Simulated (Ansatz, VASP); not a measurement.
# One calculation of LiNbO3, two programs

```
Li Nb O
1.0
     2.56734    1.48225    4.60830
    -2.56734    1.48225    4.60830
     0.00000   -2.96451    4.60830
Li Nb O
2 2 6
Direct
  0.28173 0.28173 0.28173
  0.78173 0.78173 0.78173
  0.99933 0.99933 0.99933
  0.49933 0.49933 0.49933
  0.11030 0.36090 0.71956
  0.71956 0.11030 0.36090
  0.36090 0.71956 0.11030
  0.21956 0.86090 0.61030
  0.86090 0.61030 0.21956
  0.61030 0.21956 0.86090
```

Alike in both runs: functional PBEsol; k mesh 6 × 6 × 6; occupations gaussian, width 0.02 eV; no spin polarisation.

Ansatz relaxed the structure, and its values are those at the end. VASP's run is a single point on that final structure, the one shown.

|  | VASP | Ansatz |
| --- | --- | --- |
| version | VASP 6.6.1 | Ansatz 0.2.0 |
| potentials or method | VASP PAW PBE potentials, release 64 (Li_sv, Nb_sv, O), cutoff 750 eV | scalar-relativistic, plane waves, PAW |
| valence electrons in the cell | 68 | 68 |

```tsv
	VASP	Ansatz	Ansatz less VASP
gap on the k mesh at the Fermi level (eV)	3.51	3.52	+0.010
least direct gap on the mesh (eV)	3.52	3.53	+0.010
pressure (GPa)	-0.4	0.0	+0.37
rms of the force components (eV/Å)	0.011	0.000	-0.0108
```

VASP's potentials were made for PBE, not for PBEsol. The functional is the same, so the differences come from potentials, cutoffs and numerics.
